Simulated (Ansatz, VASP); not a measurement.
**CdSe in VASP and in Ansatz**

Contents of INCAR:

```
  PREC = Accurate
  ENCUT = 520
  EDIFF = 1E-7
  ISMEAR = -1
  SIGMA = 0.03
  LREAL = False
  LASPH = True
  NELM = 60
  ALGO = Normal
  ISIF = 2
  LWAVE = False
  LCHARG = True
  GGA = PE
  LELF = True
  LVHAR = True
  NBANDS = 16
```

The input KPOINTS:

```
Automatic mesh
0
Gamma
  8 8 8
```

POSCAR

```
CdSe
1.0
    0.0000000000      3.0496647307      3.0496647307
    3.0496647307      0.0000000000      3.0496647307
    3.0496647307      3.0496647307      0.0000000000
Cd Se
1 1
Direct
    0.0000000000      0.0000000000      0.0000000000
    0.2500000000      0.2500000000      0.2500000000
```

Input for Ansatz:

```yaml
crystal:
  lattice:
    - [0.0, 3.0496647307, 3.0496647307]
    - [3.0496647307, 0.0, 3.0496647307]
    - [3.0496647307, 3.0496647307, 0.0]
  atoms:
    - { symbol: Cd, position: [0.0, 0.0, 0.0] }
    - { symbol: Se, position: [0.25, 0.25, 0.25] }
kpoints:
  mp_grid: { grid: [8, 8, 8] }
  band_path:
    path:
      - [0.0, 0.0, 0.0]
      - [-0.5, -0.5, 0.0]
      - [-0.375, -0.375, 0.25]
      - [-0.375, 0.0, 0.375]
      - [0.0, 0.0, 0.0]
      - [0.0, 0.0, 0.5]
      - [-0.5, -0.25, 0.25]
      - [-0.5, -0.5, 0.0]
    npoints: 5
scf:
  occupations: { method: fermi_dirac, width: 0.03 }
hamiltonian:
  xc: pbe
  pseudopotentials: { kind: all_electron, lapw: { basis_error: 0.001 } }
output:
  forces: true
  stress: true
  eigenvalues: true
```

Change from the starting cell: volume scaled by 0.98.

Alike in both runs: task single point; functional PBE; k mesh 8 × 8 × 8; occupations fermi-dirac, width 0.03 eV; no spin polarisation.

|  | VASP | Ansatz |
| --- | --- | --- |
| version | VASP 6.6.1 | Ansatz 0.2.0 |
| potentials or method | VASP PAW PBE potentials, release 64 (Cd, Se), cutoff 520 eV | all-electron LAPW, scalar-relativistic |

Ansatz gave:

- pressure (GPa): 2.4

**Question.** What did VASP give for the same quantities?

**Answer.** Pressure (GPa): 2.7.

Ansatz ran all-electron here, and VASP with PAW potentials.
